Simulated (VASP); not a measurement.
Wanted: the native input for a VASP 6.6.1 run.

```yaml
Task: single point
Functional: PBE
Potentials_or_basis: VASP PAW PBE potentials, release 64 (Zr_sv, H)
Cutoff: 500 eV
k_mesh: 5 × 5 × 3
Occupations: gaussian, width 0.2 eV
Spin: no spin polarisation
Dipole_correction: no
Further_INCAR_settings: ALGO = Normal; EDIFF = 1e-06; NBANDS = 18
```

The structure of ZrH5 lies in POSCAR:

```
ZrH5
1.0
    3.7838794111      0.0000000000      0.0000000000
   -1.8919397056      3.2769356949      0.0000000000
    0.0000000000      0.0000000000      3.2997583923
Zr H
1 5
Direct
    0.3333333333      0.6666666667      0.4918341505
    0.0000000000      0.0000000000      0.4837708330
    0.4989500704      0.5010499296     -0.0069582096
    0.4989500704      0.9979001408     -0.0069582096
    0.0020998592      0.5010499296     -0.0069582096
    0.6666666667      0.3333333333      0.4717698252
```

The cell was built from a structure type or drawn by symmetry, and may not be a known phase.

The input as run:

INCAR

```
SYSTEM = ZrH5
ALGO     = Normal         ! electronic algorithm
EDIFF    = 1E-6           ! SCF threshold, eV
ENCUT    = 500            ! plane-wave cutoff, eV
GGA      = PE             ! functional
GGA_COMPAT= .False.      
ISIF     = 2              ! what is computed and relaxed
ISMEAR   = 0              ! smearing method
LASPH    = .True.         ! aspherical terms in the spheres
LCHARG   = .True.         ! write CHGCAR
LELF     = .True.         ! ELF
LREAL    = .False.        ! projectors in reciprocal space
LVHAR    = .True.       
LWAVE    = .False.        ! write WAVECAR
NBANDS   = 18             ! bands
NELM     = 120            ! most SCF steps
PREC     = Accurate       ! precision mode
SIGMA    = 0.2            ! smearing width, eV
```

KPOINTS

```
k-points
0
Gamma
  5 5 3
  0 0 0
```

Potentials or basis: VASP PAW PBE potentials, release 64 (Zr_sv, H).

Run with:

```sh
$ cat potpaw_PBE.64/Zr_sv/POTCAR potpaw_PBE.64/H/POTCAR > POTCAR
$ mpirun -np 1 vasp_std > vasp.out
```

Results of the run:

```json
{
 "Pressure": "-0.3 GPa",
 "Largest force": "0.063 eV/Å",
 "Band gap on the k mesh": "zero (an odd number of electrons rules out a gap without spin polarisation)"
}
```

Caveat: the k points lie up to 0.63 Å⁻¹ apart, too coarse for converged energies and pressures of a metal.

Run time: 18 s on 1 thread of AMD EPYC 7571 (shared host), peak memory 0.12 GiB.
